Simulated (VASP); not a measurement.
Set up this calculation in VASP 6.6.1, as the native input.

- Task: single point
- Functional: PBEsol
- Potentials or basis: VASP PAW PBE potentials, release 64 (Te, Ge_d, Sb)
- Cutoff: 520 eV
- k mesh: 10 × 10 × 2
- Occupations: gaussian, width 0.03 eV
- Spin: no spin polarisation
- Dipole correction: no
- Further INCAR settings: ALGO = Normal; EDIFF = 1e-07; NBANDS = 44

The structure of Ge2Sb2Te5 lies in POSCAR:

```
Ge2Sb2Te5
1.0
    4.2240276347      0.0000000000      0.0000000000
   -2.1120138174      3.6581152380      0.0000000000
    0.0000000000      0.0000000000     16.8655339296
Te Ge Sb
5 2 2
Direct
    0.0000000000      0.0000000000      0.0000000000
    0.6666666667      0.3333333333      0.1985924034
    0.3333333333      0.6666666667      0.4192423267
    0.6666666667      0.3333333333      0.5807576733
    0.3333333333      0.6666666667      0.8014075966
    0.3333333333      0.6666666667      0.1003763717
    0.6666666667      0.3333333333      0.8996236283
    0.0000000000      0.0000000000      0.3171667520
    0.0000000000      0.0000000000      0.6828332480
```

One way to write it, as run:

INCAR

```
ALGO = Normal
EDIFF = 1E-7
ENCUT = 520
GGA = PS
ISIF = 2
ISMEAR = 0
LASPH = True
LCHARG = True
LELF = True
LREAL = False
LVHAR = True
LWAVE = False
NBANDS = 44
NELM = 100
PREC = Accurate
SIGMA = 0.03
```

KPOINTS

```
k-points
0
Gamma
  10 10 2
```

Potentials or basis: VASP PAW PBE potentials, release 64 (Te, Ge_d, Sb).

Command:

```bash
$ cat potpaw_PBE.64/Te/POTCAR potpaw_PBE.64/Ge_d/POTCAR potpaw_PBE.64/Sb/POTCAR > POTCAR
$ mpirun -np 1 vasp_std > vasp.out
```

Results of the run:

The pressure is 0.1 GPa, the largest force is 0.036 eV/Å and the band gap on the k mesh is 0.13 eV, direct.

Caveat: the PAW data sets were made with another functional, which shifts forces and pressure a little; spin-orbit coupling is left out, which moves the levels of the heavy elements.

Run time: 12 min on 1 thread of Intel(R) Xeon(R) Platinum 8259CL CPU @ 2.50GHz (Skylake/Cascade Lake), on a shared host, peak memory 0.52 GiB.
